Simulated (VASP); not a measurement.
Here is a VASP 6.6.1 calculation.

Contents of INCAR:

```
SYSTEM = BSb2As3
PREC     = Accurate       ! precision mode
ENCUT    = 520            ! plane-wave cutoff, eV
EDIFF    = 1E-7           ! SCF threshold, eV
ISMEAR   = 0              ! smearing method
SIGMA    = 0.1            ! smearing width, eV
LREAL    = .False.        ! projectors in reciprocal space
LASPH    = .True.         ! aspherical terms in the spheres
NELM     = 60             ! most SCF steps
ALGO     = Normal         ! electronic algorithm
ISIF     = 2              ! what is computed and relaxed
LWAVE    = .False.        ! write WAVECAR
LCHARG   = .False.        ! write CHGCAR
GGA      = PE             ! functional
NBANDS   = 23             ! bands
```

KPOINTS

```
regular mesh
0
Gamma
  6 6 2
  0 0 0
```

The input POSCAR:

```
BSb2As3
1.0
    4.7419915500      0.0000000000      0.0000000000
   -2.3709957700      4.1066851400      0.0000000000
    0.0000000000      0.0000000000      8.2483620200
B Sb As
1 2 3
Direct
    0.0000000000      0.0000000000      0.5000000000
    0.3333333300      0.6666666700      0.0000000000
    0.6666666700      0.3333333300      0.0000000000
    0.0000000000      0.0000000000      0.0000000000
    0.3333333300      0.6666666700      0.5000000000
    0.6666666700      0.3333333300      0.5000000000
```

Potentials or basis: VASP PAW PBE potentials, release 64 (B, Sb, As).

The run is started by

```sh
$ cat potpaw_PBE.64/B/POTCAR potpaw_PBE.64/Sb/POTCAR potpaw_PBE.64/As/POTCAR > POTCAR
$ mpirun -np 1 vasp_std > vasp.out
```

(1) Estimate the pressure.

(2) Predict the band gap on the k mesh.

## Answers

(1) 6.7 GPa.

(2) zero (bands 14 and 15 overlap by 2.64 eV).

Caveat: the k points lie up to 0.38 Å⁻¹ apart, too coarse for converged energies and pressures of a metal; spin-orbit coupling is left out, which moves the levels of the heavy elements; this functional lacks dispersion, which binds the layers, so the pressure and a relaxed spacing across them are unreliable.
